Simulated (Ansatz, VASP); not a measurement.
Fe: VASP beside Ansatz

Contents of INCAR:

```
PREC     = Accurate       # precision mode
ENCUT    = 520            # plane-wave cutoff, eV
EDIFF    = 1E-6           # SCF threshold, eV
ISMEAR   = 0              # smearing method
SIGMA    = 0.05           # smearing width, eV
LREAL    = F              # projectors in reciprocal space
LASPH    = T              # aspherical terms in the spheres
NELM     = 150            # most SCF steps
ALGO     = Fast           # electronic algorithm
ISIF     = 2              # what is computed and relaxed
LWAVE    = F              # write WAVECAR
LCHARG   = F              # write CHGCAR
ISPIN    = 2              # spin polarisation
MAGMOM   = 2.55           # initial moments
LORBIT   = 11             # projections on sites
LMAXMIX  = 4              # l up to which the mixer works
GGA      = PE             # functional
NBANDS   = 14             # bands
```

File KPOINTS:

```
regular mesh
0
Gamma
  22 22 22
```

The input POSCAR:

```
Fe
1.0
   -1.4115332170      1.4115332170      1.4115332170
    1.4115332170     -1.4115332170      1.4115332170
    1.4115332170      1.4115332170     -1.4115332170
Fe
1
Direct
    0.0000000000      0.0000000000      0.0000000000
```

Input for Ansatz:

```yaml
crystal:
  lattice:
    - [-1.411533217, 1.411533217, 1.411533217]
    - [1.411533217, -1.411533217, 1.411533217]
    - [1.411533217, 1.411533217, -1.411533217]
  atoms:
    - { symbol: Fe, position: [0.0, 0.0, 0.0], spin: 2.55 }
basis:
  ecutwfc: 420
  ecutrho_ratio: 4
kpoints:
  mp_grid: { grid: [22, 22, 22] }
hamiltonian:
  xc: pbe
scf:
  occupations: { method: gaussian, width: 0.05 }
output:
  forces: true
  stress: true
  eigenvalues: true
  populations: true
magnetization:
  spin_polarized: true
```

Alike in both runs: task single point; functional PBE; k mesh 22 × 22 × 22; occupations gaussian, width 0.05 eV; collinear spin.

|  | VASP | Ansatz |
| --- | --- | --- |
| version | VASP 6.6.1 | Ansatz 0.2.0 |
| potentials or method | VASP PAW PBE potentials, release 64 (Fe), cutoff 520 eV | scalar-relativistic, plane waves, PAW |
| valence electrons in the cell | 8 | 16 |

Ansatz gave:

* gap on the k mesh at the Fermi level (eV): none
* pressure (GPa): 1.7
* net moment per atom (μB): 2.15
* size of the moment on the site where the two differ most (μB): 2.19

Q: Which values does VASP return?

A: gap on the k mesh at the Fermi level (eV): none; pressure (GPa): 1.6; net moment per atom (μB): 2.17; size of the moment on the site where the two differ most (μB): 2.16.

Site moments also hang on the region over which each program counts them. A gap of «none» marks a metal or a gap that the smearing closes. The functional is the same, so the differences come from potentials, cutoffs and numerics. VASP's potentials hold 8 valence electrons a cell and Ansatz's 16, so a difference there can come from the potentials and not from the codes.
